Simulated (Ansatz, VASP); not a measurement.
## RbBr in VASP and in Ansatz

```
Rb Br
1.0
     0.00000    3.29040    3.70170
     3.29040    0.00000    3.70170
     3.29040    3.29040    0.00000
Rb Br
1 1
Cartesian
  0.0000 0.0000 0.0000
  3.2904 3.2904 3.7017
```

Change from the starting cell: strain -0.040 along x and y, +0.080 along z, atoms carried along.

Alike in both runs: task single point; functional LDA; k mesh 6 × 6 × 6; occupations gaussian, width 0.05 eV; no spin polarisation.

```csv
,VASP,Ansatz
version,VASP 6.6.1,Ansatz 0.2.0
potentials or method,"VASP PAW LDA potentials, release 64 (Rb_sv, Br), cutoff 520 eV","scalar-relativistic, plane waves, PAW"
valence electrons in the cell,16,16
```

```csv
,VASP,Ansatz,Ansatz less VASP
gap on the k mesh at the Fermi level (eV),3.89,3.88,-0.008
least direct gap on the mesh (eV),3.89,3.88,-0.008
pressure (GPa),-0.5,-0.6,-0.05
"traceless stress, the component that is largest in VASP (GPa)",-1.71,-1.67,+0.040
```

LDA's correlation is that of Perdew and Zunger in VASP and of Perdew and Wang (1992) in Ansatz.
